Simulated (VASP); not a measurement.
Input of a VASP 6.6.1 run:

INCAR

```
SYSTEM = HfC
PREC = Accurate ; ENCUT = 520
EDIFF = 1E-6 ; ISMEAR = -1
SIGMA = 0.05 ; LREAL = .False.
LASPH = .True. ; NELM = 100
ALGO = Normal ; ISIF = 2
LWAVE = .False. ; LCHARG = .True.
GGA = PE ; LELF = .True.
LVHAR = .True. ; NBANDS = 14
```

Contents of KPOINTS:

```
regular mesh
0
Gamma
  15 15 15
  0 0 0
```

The input POSCAR:

```
HfC
1.0
    2.4523902053      0.0000000000      0.0000000000
    0.0000000000      2.4523902053      0.0000000000
    0.0000000000      0.0000000000      2.4523902053
Hf C
1 1
Direct
    0.0000000000      0.0000000000      0.0000000000
    0.5000000000      0.5000000000      0.5000000000
```

Potentials or basis: VASP PAW PBE potentials, release 64 (Hf_pv, C).

Command:

```console
$ cat potpaw_PBE.64/Hf_pv/POTCAR potpaw_PBE.64/C/POTCAR > POTCAR
$ mpirun -np 1 vasp_std > vasp.out
```

(1) Predict the pressure.

(2) Estimate the band gap on the k mesh.

Answers

(1) 277.5 GPa.

(2) zero (bands 7 and 8 overlap by 4.18 eV).

Caveat: the cell stands under pressure; spin-orbit coupling is left out, which moves the levels of the heavy elements.
